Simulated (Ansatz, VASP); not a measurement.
**One calculation of NbBiF, two programs**

```
Nb Bi F
1.0
     3.96190    0.00000    0.00000
     0.00000    3.96190    0.00000
     0.00000    0.00000    4.04420
Nb Bi F
1 1 1
Direct
  0.50000 0.50000 0.50000
  0.00000 0.00000 0.00000
  0.50000 0.50000 0.00000
```

Alike in both runs: functional PBE; k mesh 4 × 4 × 4; occupations gaussian, width 0.1 eV; collinear spin.

Ansatz relaxed the structure, and its values are those at the end. VASP's run is a single point on that final structure, the one shown.

|  | VASP | Ansatz |
| --- | --- | --- |
| version | VASP 6.6.1 | Ansatz 0.2.0 |
| potentials or method | VASP PAW PBE potentials, release 64 (Nb_sv, Bi_d, F), cutoff 520 eV | scalar-relativistic, plane waves, PAW |
| valence electrons in the cell | 35 | 35 |

VASP gave:

- gap on the k mesh at the Fermi level (eV): none
- pressure (GPa): -0.1
- net moment per atom (μB): 0.42
- size of the moment on the site where the two differ most (μB): 0.98

Problem. Which values does Ansatz return?

Solution. gap on the k mesh at the Fermi level (eV): none; pressure (GPa): 0.1; net moment per atom (μB): 0.42; size of the moment on the site where the two differ most (μB): 0.58.

Site moments also hang on the region over which each program counts them. A gap of «none» marks a metal or a gap that the smearing closes. Ansatz's warnings: no starting moments.

The k mesh is coarse, so the values compare programs but aren't converged. Spin-orbit coupling is off throughout.
